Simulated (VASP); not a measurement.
# Ni2Pt (P-3m1) in VASP: a series of runs, part 2 of 2

VASP 6.6.1. Earlier steps stand in the parts before.

**4. Relaxation of cell and atoms, PBE, collinear spin, ferromagnetic start**

The input, INCAR:

```
PREC = Accurate
ENCUT = 600
EDIFF = 1E-7
ISMEAR = 0
SIGMA = 0.1
LREAL = False
LASPH = True
NELM = 150
ALGO = Normal
ISIF = 3
LWAVE = False
LCHARG = False
ISPIN = 2
MAGMOM = 2 2 0
LORBIT = 11
LMAXMIX = 4
GGA = PE
IBRION = 2
NSW = 90
EDIFFG = -0.04
```

The input, KPOINTS:

```
regular mesh
0
Gamma
  6 6 4
```

The input, POSCAR:

```
Ni2Pt
1.0
    2.5744785100      0.0000000000      0.0000000000
   -1.2872392500      2.2295637900      0.0000000000
    0.0000000000      0.0000000000      6.3061587000
Ni Pt
2 1
Direct
    0.3333333300      0.6666666700      0.6666666700
    0.6666666700      0.3333333300      0.3333333300
    0.0000000000      0.0000000000      0.0000000000
```

Potentials or basis: VASP PAW PBE potentials, release 64 (Ni, Pt).

Started as:

```sh
$ cat potpaw_PBE.64/Ni/POTCAR potpaw_PBE.64/Pt/POTCAR > POTCAR
$ mpirun -np 1 vasp_std > vasp.out
```

OUTCAR:

```text
PREC = Accurate
   ENCUT = 600
   EDIFF = 1E-7
   ISMEAR = 0
   LREAL = False
   LASPH = True
   NELM = 150
   ISIF = 3
   ISPIN = 2
   LORBIT = 11
   GGA = PE
   IBRION = 2
   NSW = 90
   EDIFFG = -0.04

 ion  position               nearest neighbor table
   1  0.333  0.667  0.667-   3 2.57   3 2.57   3 2.57   2 2.57   2 2.57   2 2.57
   2  0.667  0.333  0.333-   3 2.57   3 2.57   3 2.57   1 2.57   1 2.57   1 2.57
   3  0.000  0.000  0.000-   1 2.57   2 2.57   1 2.57   2 2.57   2 2.57   1 2.57

  LATTYP: Found a hexagonal cell.
 ALAT       =     2.5744785100
 C/A-ratio  =     2.4494897415

  Lattice vectors:

 A1 = (   2.5744785100,   0.0000000000,   0.0000000000)
 A2 = (  -1.2872392500,   2.2295637900,   0.0000000000)
 A3 = (   0.0000000000,   0.0000000000,   6.3061587000)

Analysis of symmetry for initial positions (statically):
=====================================================================
 Subroutine PRICEL returns:
 Original cell was already a primitive cell.

 Routine SETGRP: Setting up the symmetry group for a
 hexagonal supercell.

 Subroutine GETGRP returns: Found 12 space group operations
 (whereof 12 operations were pure point group operations)
 out of a pool of 24 trial point group operations.

The static configuration has the point symmetry D_3d.

Analysis of symmetry for dynamics (positions and initial velocities):
=====================================================================
 Subroutine PRICEL returns:
 Original cell was already a primitive cell.

 Routine SETGRP: Setting up the symmetry group for a
 hexagonal supercell.

 Subroutine GETGRP returns: Found 12 space group operations
 (whereof 12 operations were pure point group operations)
 out of a pool of 24 trial point group operations.

The dynamic configuration has the point symmetry D_3d.

Analysis of structural, dynamic, and magnetic symmetry:
=====================================================================
 Subroutine PRICEL returns:
[... 144 lines left out ...]
  energy-cutoff  :      600.00
  volume of cell :       36.20
 maximum number of plane-waves:      1232
 NGX is ok and might be reduce to    24
   NGX = 11   NGY = 11   NGZ = 25

--------------------------------------- Ionic step        1  -------------------------------------------

 number of electron      30.0000004 magnetization       1.6683565

 Free energy of the ion-electron system (eV)
  ---------------------------------------------------
  ext. energy  EPLUGINS =         0.00000000
  ---------------------------------------------------
  free energy    TOTEN  =       -16.87925429 eV

  energy without entropy =      -16.86134153  energy(sigma->0) =      -16.87029791

 E-fermi :  10.4861     XC(G=0): -13.4265

 val. band max:       10.4828308992   @ k =   0.5000  -0.0000   0.2500
 cond. band min:      10.5171305753   @ k =   0.3333   0.0000   0.2500
 fundamental gap:      0.0342996762
 Fermi energy:        10.4861163402

 spin component 1

 k-point     1 :       0.0000    0.0000    0.0000
  band No.  band energies     occupation
      1       0.2023      1.00000
      2       2.9907      1.00000
      3       5.1223      1.00000
      4       6.2548      1.00000
      5       6.2548      1.00000
      6       7.0858      1.00000
[... 1250 lines left out ...]
  FREE ENERGIE OF THE ION-ELECTRON SYSTEM (eV)
  ---------------------------------------------------
  free  energy   TOTEN  =       -17.0826678615 eV

  energy  without entropy=      -17.0624240964  energy(sigma->0) =      -17.07254598

[... ionic steps 4 to 8 ...]

--------------------------------------- Ionic step        9  -------------------------------------------

 number of electron      30.0000017 magnetization      -1.6634847

------------------------ aborting loop because EDIFF is reached ----------------------------------------
[... 69 lines left out ...]
--------------------------------------- Ionic step       11  -------------------------------------------

 number of electron      30.0000016 magnetization      -1.6645304

 Free energy of the ion-electron system (eV)
  ---------------------------------------------------
  ext. energy  EPLUGINS =         0.00000000
  ---------------------------------------------------
  free energy    TOTEN  =       -17.14116963 eV

  energy without entropy =      -17.12007068  energy(sigma->0) =      -17.13062016

 E-fermi :   9.5165     XC(G=0): -13.0855

 val. band max:        9.5044803763   @ k =   0.3333   0.1667   0.5000
 cond. band min:       9.5374803654   @ k =   0.3333   0.3333   0.2500
 fundamental gap:      0.0329999890
 Fermi energy:         9.5165418803

 spin component 1

 k-point     1 :       0.0000    0.0000    0.0000
  band No.  band energies     occupation
      1       0.0406      1.00000
      2       2.6747      1.00000
      3       4.8257      1.00000
      4       5.9579      1.00000
      5       5.9579      1.00000
      6       6.6600      1.00000
[... 1174 lines left out ...]
  FREE ENERGIE OF THE ION-ELECTRON SYSTEM (eV)
  ---------------------------------------------------
  free  energy   TOTEN  =       -17.1411696335 eV

  energy  without entropy=      -17.1200706810  energy(sigma->0) =      -17.13062016

 reached required accuracy - stopping structural energy minimisation

 total charge

# of ion       s       p       d       tot
------------------------------------------
    1        0.448   0.430   8.287   9.165
    2        0.448   0.430   8.287   9.165
    3        0.716   0.680   8.064   9.460
--------------------------------------------------
tot          1.612   1.540  24.638  27.790

 magnetization (x)

# of ion       s       p       d       tot
------------------------------------------
    1        0.008   0.020  -0.788  -0.760
    2        0.008   0.020  -0.788  -0.760
    3        0.001   0.019  -0.203  -0.183
--------------------------------------------------
tot          0.016   0.058  -1.779  -1.704
```

CONTCAR:

```text
Ni2Pt
   1.00000000000000
     2.6661045816820321    0.0000000002029257   -0.0000000000000000
    -1.3330522854873263    2.3089142955016291    0.0000000000000000
     0.0000000000000000    0.0000000000000000    6.2388768263382541
  Ni              Pt
     2     1
Direct
     0.3333333300000021    0.6666666699999979    0.6533339435018279
     0.6666666699999979    0.3333333300000021    0.3466660564981722
     0.0000000000000000    0.0000000000000000    0.0000000000000000

  0.00000000E+00  0.00000000E+00  0.00000000E+00
  0.00000000E+00  0.00000000E+00  0.00000000E+00
  0.00000000E+00  0.00000000E+00  0.00000000E+00
```

Run time: 3.4 min. Hardware: 1 thread of Intel Xeon 6975P-C (Granite Rapids), shared host; peak memory 0.22 GiB.

Results:

```yaml
Free_energy: -17.1412 eV
Relaxed_volume: 12.80 Å³/atom
Relaxed_cell: a = 2.666 Å, b = 2.666 Å, c = 6.239 Å, α = 90.00°, β = 90.00°, γ = 120.00°
Space_group_after_relaxing_to_0.05_Å: P-3m1 (No. 164)
Energy_gained_by_relaxing: 87.3 meV/atom
Ionic_steps: 11
Pressure_after_relaxing: 0.1 GPa
Largest_force_after_relaxing: 0.010 eV/Å
Net_moment: -1.66 μB per cell
Site_moments: Ni -0.76; Pt -0.18 μB
Valence_electrons_inside_the_program's_atomic_spheres: Ni 9.16; Pt 9.46
```

Forces on the atoms (eV/Å):
```
Ni   0.000  0.000  0.010
Ni   0.000  0.000 -0.010
Pt   0.000  0.000  0.000
```

The path:
| step | energy change (eV) | largest force (eV/Å) | pressure (GPa) | volume (Å³) |
| --- | --- | --- | --- | --- |
| 1 | 0.0000 | 1.2578 | 18.04 | 36.20 |
| 2 | 0.1165 | 0.1683 | -19.48 | 43.75 |
| 3 | -0.2034 | 0.6511 | -3.12 | 39.25 |
| 4 | -0.2037 | 0.6656 | -2.61 | 39.15 |
| 5 | -0.2517 | 0.3601 | -0.73 | 38.60 |
| 6 | -0.2599 | 0.1118 | 0.72 | 38.27 |
| 7 | -0.2599 | 0.1264 | 0.65 | 38.29 |
| 8 | -0.2616 | 0.0274 | -0.60 | 38.52 |
| 9 | -0.2618 | 0.0023 | -0.42 | 38.48 |
| 10 | -0.2618 | 0.0234 | 0.45 | 38.33 |
| 11 | -0.2619 | 0.0103 | 0.06 | 38.41 |

Final structure:
```
Ni Pt
1.0
     2.66610    0.00000    0.00000
    -1.33305    2.30891    0.00000
     0.00000    0.00000    6.23888
Ni Pt
2 1
Direct
  0.33333 0.66667 0.65333
  0.66667 0.33333 0.34667
  0.00000 0.00000 0.00000
```

Caveat: the k points lie up to 0.45 Å⁻¹ apart in the final cell; spin-orbit coupling is left out, which moves the levels of the heavy elements.

**5. Overview**

```csv
task,cell,cutoff (eV),gap on the mesh (eV),pressure (GPa),moment (μB),largest force (eV/Å)
single point,"a = 2.574, b = 2.574, c = 6.306 Å, angles 90.0, 90.0, 120.0°, 3 atoms",520,none,18.0,1.67,1.26
single point,"a = 2.668, b = 2.668, c = 6.240 Å, angles 90.0, 90.0, 120.0°, 3 atoms",520,none,-0.4,1.67,0.05
relaxation of cell and atoms,"relaxed from a = 2.574, b = 2.574, c = 6.306 Å, angles 90.0, 90.0, 120.0°, 3 atoms",600,none,0.1,1.66,0.01
```

Alike in all rows: level PBE; potentials or basis VASP PAW PBE potentials, release 64 (Ni, Pt); spin collinear, ferromagnetic start; k mesh 6 × 6 × 4; smearing gaussian 0.1 eV.

Caveats: all runs use coarse meshes; spin-orbit coupling is left out, which moves the levels of the heavy elements; forces of over 1 eV/Å act on the atoms, so gaps and moduli don't describe the material at rest (some runs).

Total energies depend on the potentials used, so only differences within one code and one set of settings carry meaning.
